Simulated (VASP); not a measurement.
# WSe2 (P6_3/mmc) in VASP: further runs

WSe2 is run at these levels: PBE; tasks: single point, relaxation of cell and atoms.

Everything below comes from runs of VASP 6.6.1. Logs are shortened: lines on timing, memory, paths and dates and some standing lists are left out, and cuts for length are marked.

## (1) The cell of the first run

It takes space group P6_3/mmc (No. 194, hexagonal). The conventional cell has a = 3.421 Å, b = 3.421 Å, c = 15.495 Å, α = 90.00°, β = 90.00°, γ = 120.00°. W (site symmetry -6m2) has 6 Se at 2.57 Å and 6 W at 3.42 Å within 3.5 Å. Se (site symmetry 3m) has 3 W at 2.57 Å and 7 Se at 3.29 to 3.42 Å within 3.5 Å.

## (2) Single point, PBE

INCAR reads:

```
SYSTEM = WSe2
ALGO = Normal
EDIFF = 1E-6
ENCUT = 520
GGA = PE
ISIF = 2
ISMEAR = 0
LASPH = .True.
LCHARG = .False.
LREAL = .False.
LWAVE = .False.
NBANDS = 35
NELM = 60
PREC = Accurate
SIGMA = 0.02
```

KPOINTS reads:

```
k-points
0
Gamma
  12 12 2
  0 0 0
```

POSCAR reads:

```
WSe2
1.0
    3.4206162797      0.0000000000      0.0000000000
   -1.7103081398      2.9623405948      0.0000000000
    0.0000000000      0.0000000000     15.4951355283
W Se
2 4
Direct
    0.6666666667      0.3333333333      0.7500000000
    0.3333333333      0.6666666667      0.2500000000
    0.3333333333      0.6666666667      0.8560371935
    0.6666666667      0.3333333333      0.3560371935
    0.3333333333      0.6666666667      0.6439628065
    0.6666666667      0.3333333333      0.1439628065
```

Potentials or basis: VASP PAW PBE potentials, release 64 (W_sv, Se).

Run with:

```bash
> cat potpaw_PBE.64/W_sv/POTCAR potpaw_PBE.64/Se/POTCAR > POTCAR
> mpirun -np 1 vasp_std > vasp.out
```

OUTCAR:

```text
SYSTEM = WSe2
   EDIFF = 1E-6
   ENCUT = 520
   GGA = PE
   ISIF = 2
   ISMEAR = 0
   LASPH = .True.
   LREAL = .False.
   NELM = 60
   PREC = Accurate

 ion  position               nearest neighbor table
   1  0.667  0.333  0.750-   3 2.57   5 2.57   3 2.57   5 2.57   3 2.57   5 2.57
   2  0.333  0.667  0.250-   4 2.57   6 2.57   4 2.57   6 2.57   4 2.57   6 2.57
   3  0.333  0.667  0.856-   1 2.57   1 2.57   1 2.57
   4  0.667  0.333  0.356-   2 2.57   2 2.57   2 2.57
   5  0.333  0.667  0.644-   1 2.57   1 2.57   1 2.57
   6  0.667  0.333  0.144-   2 2.57   2 2.57   2 2.57

  LATTYP: Found a hexagonal cell.
 ALAT       =     3.4206162797
 C/A-ratio  =     4.5299250957

  Lattice vectors:

 A1 = (   3.4206162797,   0.0000000000,   0.0000000000)
 A2 = (  -1.7103081398,   2.9623405948,   0.0000000000)
 A3 = (   0.0000000000,   0.0000000000,  15.4951355283)

Analysis of symmetry for initial positions (statically):
=====================================================================
 Subroutine PRICEL returns:
 Original cell was already a primitive cell.

 Routine SETGRP: Setting up the symmetry group for a
 hexagonal supercell.

 Subroutine GETGRP returns: Found 24 space group operations
 (whereof 12 operations were pure point group operations)
 out of a pool of 24 trial point group operations.

The static configuration has the point symmetry D_3d.
 The point group associated with its full space group is D_6h.

Analysis of symmetry for dynamics (positions and initial velocities):
=====================================================================
 Subroutine PRICEL returns:
 Original cell was already a primitive cell.

 Routine SETGRP: Setting up the symmetry group for a
 hexagonal supercell.

 Subroutine GETGRP returns: Found 24 space group operations
 (whereof 12 operations were pure point group operations)
 out of a pool of 24 trial point group operations.

The dynamic configuration has the point symmetry D_3d.
 The point group associated with its full space group is D_6h.

 Subroutine INISYM returns: Found 24 space group operations
 (whereof 12 operations are pure point group operations),
 and found     1 'primitive' translations

----------------------------------------------------------------------------------------

                                     Primitive cell

[... 98 lines left out ...]
   EDIFF  = 0.1E-05   stopping-criterion for ELM
   LREAL  =      F    real-space projection
   EDIFFG = 0.1E-04   stopping-criterion for IOM
   NSW    =      0    number of steps for IOM
   IBRION =     -1    ionic relax: 0-MD 1-quasi-New 2-CG
   NFREE  =      0    steps in history (QN), initial steepest desc. (CG)
   ISIF   =      2    stress and relaxation
   ISYM   =      2    0-nonsym 1-usesym 2-fastsym
   POTIM  = 0.5000    time-step for ionic-motion
   TEBEG  =    0.0;   TEEND  =   0.0 temperature during run
   PSTRESS=    0.0 pullay stress
   NELECT =      52.0000    total number of electrons
   NUPDOWN=      -1.0000    fix difference up-down
   EMIN   =  10.00;   EMAX   =-10.00  energy-range for DOS
   EFERMI =   0.00;   METHOD = LEGACY
   ISMEAR =     0;   SIGMA  =   0.02  broadening in eV -4-tet -1-fermi 0-gaus
   EFERMI_NEDOS =   21; number of points for ismear=-14 and -15
   IALGO  =     38    algorithm
   IMIX   =      4    mixing-type and parameters
     AMIX     =   0.40;   BMIX     =  1.00
     AMIX_MAG =   1.60;   BMIX_MAG =  1.00
  volume/ion in A,a.u.               =      26.17       176.60
  Fermi-wavevector in a.u.,A,eV,Ry     =   1.132655  2.140408 17.455019  1.282908
  Thomas-Fermi vector in A             =   2.269357
   LORBIT       =      0    0 simple, 1 ext, 2 COOP (PROOUT), +10 PAW based schemes
   GGA     = PE    functional components
   LHFCALC =     F    Hartree Fock is set to
   AEXX    =    0.0000 exact exchange contribution
   IVDW    =     0    specifies the selected vdW correction
   LEPSILON=     F    determine dielectric tensor
   LRPA    =     F    only Hartree local field effects (RPA)
 non-spin polarized calculation
 Gauss-broadening in eV      SIGMA  =   0.02
  energy-cutoff  :      520.00
  volume of cell :      157.01
 maximum number of plane-waves:      4263
 NGX is ok and might be reduce to    28
   NGX = 13   NGY = 13   NGZ = 57

 number of electron      52.0000000 magnetization

 Free energy of the ion-electron system (eV)
  ---------------------------------------------------
  ext. energy  EPLUGINS =         0.00000000
  ---------------------------------------------------
  free energy    TOTEN  =       -43.11804815 eV

  energy without entropy =      -43.11804815  energy(sigma->0) =      -43.11804815

 E-fermi :   3.8583     XC(G=0):  -9.1138

 val. band max:        3.6102251140   @ k =   0.0000   0.0000   0.0000
 cond. band min:       4.6361730575   @ k =   0.3333   0.3333   0.5000
 fundamental gap:      1.0259479435
 Fermi energy:         3.8583363382

 k-point     1 :       0.0000    0.0000    0.0000
  band No.  band energies     occupation
      1     -70.7276      2.00000
      2     -70.7276      2.00000
      3     -34.8854      2.00000
      4     -34.8854      2.00000
      5     -34.8664      2.00000
      6     -34.8664      2.00000
[... 901 lines left out ...]
     34       7.4269      0.00000
     35       9.1800      0.00000

 [... further k-points ...]

------------------------ aborting loop because EDIFF is reached ----------------------------------------

  FORCE on cell =-STRESS in cart. coord.  units (eV):
  Direction    XX          YY          ZZ          XY          YZ          ZX
  --------------------------------------------------------------------------------------
  -------------------------------------------------------------------------------------
  Total       -4.6400124     -4.6400124      0.1915895     -0.0000000     -0.0000000      0.0000000
  in kB      -47.3472759    -47.3472759      1.9550038     -0.0000000     -0.0000000      0.0000000
  external PRESSURE =     -30.9131827 kB  Pullay stress =       0.0000000 kB

 VOLUME and BASIS-vectors are now :
 -----------------------------------------------------------------------------
  energy-cutoff  :      520.00
  volume of cell :      157.01
      direct lattice vectors                 reciprocal lattice vectors
     3.420616280  0.000000000  0.000000000     0.292344981  0.168785453  0.000000000
    -1.710308140  2.962340595  0.000000000     0.000000000  0.337570907  0.000000000
     0.000000000  0.000000000 15.495135528     0.000000000  0.000000000  0.064536383

 POSITION                                       TOTAL-FORCE (eV/Angst)
 -----------------------------------------------------------------------------------
      1.71031      0.98745     11.62135         0.000000     -0.000000      0.000000
     -0.00000      1.97489      3.87378        -0.000000      0.000000      0.000000
     -0.00000      1.97489     13.26441         0.000000     -0.000000      0.039075
      1.71031      0.98745      5.51684         0.000000      0.000000      0.039075
     -0.00000      1.97489      9.97829        -0.000000     -0.000000     -0.039075
      1.71031      0.98745      2.23072        -0.000000      0.000000     -0.039075
 -----------------------------------------------------------------------------------
    total drift:                               -0.000000      0.000000     -0.000000

  FREE ENERGIE OF THE ION-ELECTRON SYSTEM (eV)
  ---------------------------------------------------
  free  energy   TOTEN  =       -43.1180481492 eV

  energy  without entropy=      -43.1180481492  energy(sigma->0) =      -43.11804815
```

OSZICAR:

```text
N       E                     dE             d eps       ncg     rms          rms(c)
DAV:   1     0.485849929903E+03    0.48585E+03   -0.27472E+04  2988   0.139E+03
DAV:   2    -0.144237022475E+02   -0.50027E+03   -0.48347E+03  3234   0.362E+02
DAV:   3    -0.445556271960E+02   -0.30132E+02   -0.29670E+02  3285   0.846E+01
DAV:   4    -0.453323931893E+02   -0.77677E+00   -0.77207E+00  3294   0.139E+01
DAV:   5    -0.453469664199E+02   -0.14573E-01   -0.14558E-01  3248   0.203E+00    0.265E+01
DAV:   6    -0.435554282962E+02    0.17915E+01   -0.79052E+00  3024   0.176E+01    0.892E+00
DAV:   7    -0.432833858480E+02    0.27204E+00   -0.26521E+00  2924   0.845E+00    0.537E+00
DAV:   8    -0.431178024488E+02    0.16558E+00   -0.34613E-01  3025   0.399E+00    0.112E+00
DAV:   9    -0.431182881240E+02   -0.48568E-03   -0.51365E-02  3154   0.108E+00    0.705E-01
DAV:  10    -0.431180000577E+02    0.28807E-03   -0.95509E-03  2943   0.671E-01    0.163E-01
DAV:  11    -0.431179684749E+02    0.31583E-04   -0.14063E-03  2897   0.243E-01    0.117E-01
DAV:  12    -0.431179831366E+02   -0.14662E-04   -0.80501E-05  3180   0.495E-02    0.639E-02
DAV:  13    -0.431180415295E+02   -0.58393E-04   -0.69439E-05  2473   0.388E-02    0.688E-03
DAV:  14    -0.431180475135E+02   -0.59840E-05   -0.77392E-06  2871   0.133E-02    0.559E-03
DAV:  15    -0.431180481492E+02   -0.63564E-06   -0.82715E-07  2187   0.442E-03
   1 F= -.43118048E+02 E0= -.43118048E+02  d E =-.570207E-71
```

stdout:

```text
POSCAR found type information on POSCAR W Se
 POSCAR found :  2 types and       6 ions
 scaLAPACK will be used
 LDA part: xc-table for (Slater+PW92), standard interpolation
 POSCAR, INCAR and KPOINTS ok, starting setup
 FFT: planning ... GRIDC
 FFT: planning ... GRID_SOFT
 FFT: planning ... GRID
 WAVECAR not read
 entering main loop
```

Run time: 8 min. Hardware: 1 thread of Intel Xeon 8259CL, shared host; peak memory 0.39 GiB.

What came out:

| Item | Value |
| --- | --- |
| Free energy | -43.1180 eV |
| Pressure | -3.1 GPa |
| Largest force | 0.039 eV/Å |
| Band gap on the k mesh | 1.03 eV (least direct gap 1.21 eV) |

Forces in eV/Å, atoms in the order of the input:
```
W    0.000  0.000  0.000
W    0.000  0.000  0.000
Se   0.000  0.000  0.039
Se   0.000  0.000  0.039
Se   0.000  0.000 -0.039
Se   0.000  0.000 -0.039
```

Caveat: the cell stands under tension; spin-orbit coupling is left out, which moves the levels of the heavy elements; this functional lacks dispersion, which binds the layers, so the pressure and a relaxed spacing across them are unreliable. A k mesh can miss the band edges.

## (3) Relaxation of cell and atoms, PBE, target pressure 10 GPa, at which the enthalpy is minimised

This run uses another cell than the first one, of 18.04 Å³/atom.

INCAR reads:

```
SYSTEM = WSe2
  ALGO = Normal
  EDIFF = 1E-7
  EDIFFG = -0.008
  ENCUT = 500
  GGA = PE
  GGA_COMPAT = .FALSE.
  IBRION = 2
  ISIF = 3
  ISMEAR = 0
  LASPH = .TRUE.
  LCHARG = .FALSE.
  LREAL = .FALSE.
  LWAVE = .FALSE.
  NELM = 120
  NELMIN = 4
  NSW = 70
  PREC = Accurate
  PSTRESS = 100.0
  SIGMA = 0.02
```

KPOINTS reads:

```
k-points
0
G
  12 12 4
  0 0 0
```

POSCAR reads:

```
WSe2
1.0
    3.1825036182      0.0000000000      0.0000000000
   -1.5912518091      2.7561289810      0.0000000000
    0.0000000000      0.0000000000     12.3401131322
W Se
2 4
Direct
    0.6666666667      0.3333333333      0.7500000000
    0.3333333333      0.6666666667      0.2500000000
    0.3333333333      0.6666666667      0.8830103712
    0.6666666667      0.3333333333      0.3830103712
    0.3333333333      0.6666666667      0.6169896288
    0.6666666667      0.3333333333      0.1169896288
```

Potentials or basis: VASP PAW PBE potentials, release 64 (W_sv, Se).

Run with:

```bash
> cat potpaw_PBE.64/W_sv/POTCAR potpaw_PBE.64/Se/POTCAR > POTCAR
> mpirun -np 1 vasp_std > vasp.out
```

OUTCAR:

```text
SYSTEM = WSe2
   EDIFF = 1E-7
   EDIFFG = -0.008
   ENCUT = 500
   GGA = PE
   IBRION = 2
   ISIF = 3
   ISMEAR = 0
   LASPH = .TRUE.
   LREAL = .FALSE.
   NELM = 120
   NELMIN = 4
   NSW = 70
   PREC = Accurate
   PSTRESS = 100.0

 ion  position               nearest neighbor table
   1  0.667  0.333  0.750-   3 2.46   5 2.46   3 2.46   5 2.46   3 2.46   5 2.46
   2  0.333  0.667  0.250-   4 2.46   6 2.46   4 2.46   6 2.46   4 2.46   6 2.46
   3  0.333  0.667  0.883-   1 2.46   1 2.46   1 2.46
   4  0.667  0.333  0.383-   2 2.46   2 2.46   2 2.46
   5  0.333  0.667  0.617-   1 2.46   1 2.46   1 2.46
   6  0.667  0.333  0.117-   2 2.46   2 2.46   2 2.46

  LATTYP: Found a hexagonal cell.
 ALAT       =     3.1825036182
 C/A-ratio  =     3.8774859710

  Lattice vectors:

 A1 = (   3.1825036182,   0.0000000000,   0.0000000000)
 A2 = (  -1.5912518091,   2.7561289810,   0.0000000000)
 A3 = (   0.0000000000,   0.0000000000,  12.3401131322)

Analysis of symmetry for initial positions (statically):
=====================================================================
 Subroutine PRICEL returns:
 Original cell was already a primitive cell.

 Routine SETGRP: Setting up the symmetry group for a
 hexagonal supercell.

 Subroutine GETGRP returns: Found 24 space group operations
 (whereof 12 operations were pure point group operations)
 out of a pool of 24 trial point group operations.

The static configuration has the point symmetry D_3d.
 The point group associated with its full space group is D_6h.

Analysis of symmetry for dynamics (positions and initial velocities):
=====================================================================
 Subroutine PRICEL returns:
 Original cell was already a primitive cell.

 Routine SETGRP: Setting up the symmetry group for a
 hexagonal supercell.

 Subroutine GETGRP returns: Found 24 space group operations
 (whereof 12 operations were pure point group operations)
 out of a pool of 24 trial point group operations.

[... 148 lines left out ...]

--------------------------------------- Ionic step        1  -------------------------------------------

 number of electron      52.0000008 magnetization

 Free energy of the ion-electron system (eV)
  ---------------------------------------------------
  ext. energy  EPLUGINS =         0.00000000
  ---------------------------------------------------
  free energy    TOTEN  =       -42.32769902 eV

  energy without entropy =      -42.32769902  energy(sigma->0) =      -42.32769902

------------------------ aborting loop because EDIFF is reached ----------------------------------------

  FORCE on cell =-STRESS in cart. coord.  units (eV):
  Direction    XX          YY          ZZ          XY          YZ          ZX
  --------------------------------------------------------------------------------------
  -------------------------------------------------------------------------------------
  Total       13.1507940     13.1507940     15.0836815      0.0000000     -0.0000000      0.0000000
  in kB      194.6592177    194.6592177    223.2699885      0.0000000     -0.0000000      0.0000000
  external PRESSURE =     104.1961413 kB  Pullay stress =     100.0000000 kB
[... 109 lines left out ...]
  energy  without entropy=      -42.8546140240  energy(sigma->0) =      -42.85461402

  enthalpy is  TOTEN    =       -35.7849829120 eV   P V=        7.0696311120

[... ionic steps 4 to 8 ...]

--------------------------------------- Ionic step        9  -------------------------------------------

 number of electron      52.0000010 magnetization

------------------------ aborting loop because EDIFF is reached ----------------------------------------
[... 79 lines left out ...]
--------------------------------------- Ionic step       11  -------------------------------------------

 number of electron      52.0000011 magnetization

 Free energy of the ion-electron system (eV)
  ---------------------------------------------------
  ext. energy  EPLUGINS =         0.00000000
  ---------------------------------------------------
  free energy    TOTEN  =       -42.71542790 eV

  energy without entropy =      -42.71542790  energy(sigma->0) =      -42.71542790

 E-fermi :   7.6038     XC(G=0): -11.3503

 val. band max:        7.5221765323   @ k =   0.0000   0.0000   0.0000
 cond. band min:       8.1645845393   @ k =   0.1667   0.1667   0.0000
 fundamental gap:      0.6424080070
 Fermi energy:         7.6038485312

 k-point     1 :       0.0000    0.0000    0.0000
  band No.  band energies     occupation
      1     -66.8650      2.00000
      2     -66.8650      2.00000
      3     -31.1568      2.00000
      4     -31.1567      2.00000
      5     -30.9711      2.00000
      6     -30.9711      2.00000
[... 805 lines left out ...]
     30       9.6195      0.00000
     31      10.3500      0.00000

 [... further k-points ...]

------------------------ aborting loop because EDIFF is reached ----------------------------------------

  FORCE on cell =-STRESS in cart. coord.  units (eV):
  Direction    XX          YY          ZZ          XY          YZ          ZX
  --------------------------------------------------------------------------------------
  -------------------------------------------------------------------------------------
  Total        6.9037497      6.9037497      6.9408493      0.0000000     -0.0000000     -0.0000000
  in kB      100.0577536    100.0577536    100.5954471      0.0000000     -0.0000000     -0.0000000
  external PRESSURE =       0.2369848 kB  Pullay stress =     100.0000000 kB
[... 25 lines left out ...]
  energy  without entropy=      -42.7154279027  energy(sigma->0) =      -42.71542790

  enthalpy is  TOTEN    =       -35.8156630475 eV   P V=        6.8997648552

 reached required accuracy - stopping structural energy minimisation
```

Run time: 18 min. Hardware: 1 thread of Intel Xeon Platinum 8488C (Sapphire Rapids), shared host; peak memory 0.32 GiB.

Results:

```
Free energy                                                : -42.7154 eV
Relaxed volume                                             : 18.42 Å³/atom
Relaxed cell                                               : a = 3.227 Å, b = 3.227 Å, c = 12.260 Å, α = 90.00°, β = 90.00°, γ = 120.00°
Space group after relaxing (to 0.1 Å)                      : P6_3/mmc (No. 194)
Energy change on relaxing (the run minimises the enthalpy) : -64.6 meV/atom
Ionic steps                                                : 11
Pressure after relaxing                                    : 10.0 GPa
Band gap on the k mesh                                     : 0.64 eV (least direct gap 1.53 eV)
```

Step by step:
```
step  energy change (eV)  largest force (eV/Å)  pressure (GPa)  volume (Å³)
   1              0.0000                1.5212           20.42       108.24
   2             -0.0495                2.3078          -10.66       127.67
   3             -0.5269                0.1269            8.86       113.27
   4             -0.5079                0.2022            9.49       112.95
   5             -0.5019                0.2247            9.68       112.85
   6             -0.4806                0.1984            9.80       112.32
   7             -0.3955                0.1093           10.33       110.70
   8             -0.4196                0.2549            8.25       111.18
   9             -0.4053                0.0031            9.72       110.84
  10             -0.3731                0.0039           10.28       110.32
  11             -0.3877                0.0008           10.02       110.55
```

Final structure:
```xyz
6
Lattice="3.2267 0.0000 0.0000 -1.6133 2.7944 0.0000 0.0000 0.0000 12.2604" Properties=species:S:1:pos:R:3 pbc="T T T"
W     1.6133    0.9315    9.1953
W     0.0000    1.8629    3.0651
Se    0.0000    1.8629   10.8884
Se    1.6133    0.9315    4.7582
Se    0.0000    1.8629    7.5022
Se    1.6133    0.9315    1.3720
```

Levels at points of the mesh, in eV from the valence-band top:
```tsv
k point	band 24	band 25	band 26	band 27	band 28	band 29
(0.00, 0.00, 0.00)	-1.46	-0.66	0.00	2.56	2.56	2.60
(0.50, 0.00, 0.00)	-1.54	-1.47	-0.98	2.14	2.23	2.30
(0.00, 0.00, 0.50)	-1.52	-0.16	-0.16	2.57	2.57	2.57
(0.50, 0.00, 0.50)	-1.56	-1.26	-1.26	2.25	2.25	2.53
```

Caveat: the cell is relaxed towards a set pressure, so the run minimises the enthalpy, not the energy; spin-orbit coupling is left out, which moves the levels of the heavy elements. A k mesh can miss the band edges.

(Part 1 of 2 ends here.)
